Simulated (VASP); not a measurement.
Input of a VASP 6.6.1 run:

File POSCAR:

```
Al2Cu
1.0
   -2.9672211400      2.9672211400      2.3561452700
    2.9672211400     -2.9672211400      2.3561452700
    2.9672211400      2.9672211400     -2.3561452700
Al Cu
4 2
Direct
    0.6585427339      0.1585427339      0.8170854677
    0.1585427339      0.3414572661      0.5000000000
    0.3414572661      0.8414572661      0.1829145323
    0.8414572661      0.6585427339      0.5000000000
    0.2500000000      0.2500000000      0.0000000000
    0.7500000000      0.7500000000      0.0000000000
```

The input INCAR.step1:

```
  ALGO = Normal
  EDIFF = 1E-4
  ENCUT = 520
  GGA = PE
  ISMEAR = -1
  LASPH = T
  LCHARG = F
  LREAL = F
  LWAVE = T
  NBANDS = 26
  NELM = 100
  PREC = Accurate
  SIGMA = 0.1
```

Contents of INCAR.step2:

```
  ALGO = Normal
  EDIFF = 1E-6
  ENCUT = 520
  ISIF = 2
  ISMEAR = -1
  ISTART = 1
  LASPH = T
  LCHARG = F
  LMIXTAU = T
  LREAL = F
  LWAVE = F
  METAGGA = R2SCAN
  NBANDS = 26
  NELM = 100
  PREC = Accurate
  SIGMA = 0.1
```

File KPOINTS:

```
k-points
0
Gamma
  9 9 9
```

Potentials or basis: VASP PAW PBE potentials, release 64 (Al, Cu).

The run is started by

```sh
$ cat potpaw_PBE.64/Al/POTCAR potpaw_PBE.64/Cu/POTCAR > POTCAR
$ cp INCAR.step1 INCAR
$ mpirun -np 1 vasp_std > vasp.out
$ cp INCAR.step2 INCAR
$ mpirun -np 1 vasp_std > vasp.out
```

Q: Predict the pressure.

A: 4.9 GPa.

Q: Estimate the band gap on the k mesh.

A: Zero (bands 17 and 18 overlap by 4.45 eV).

Stress tensor (GPa, compression positive):
```
4.68 0.00 0.00
0.00 4.68 0.00
0.00 0.00 5.29
```

Caveat: the cell stands under pressure; the PAW data sets were made with another functional, which shifts forces and pressure a little.
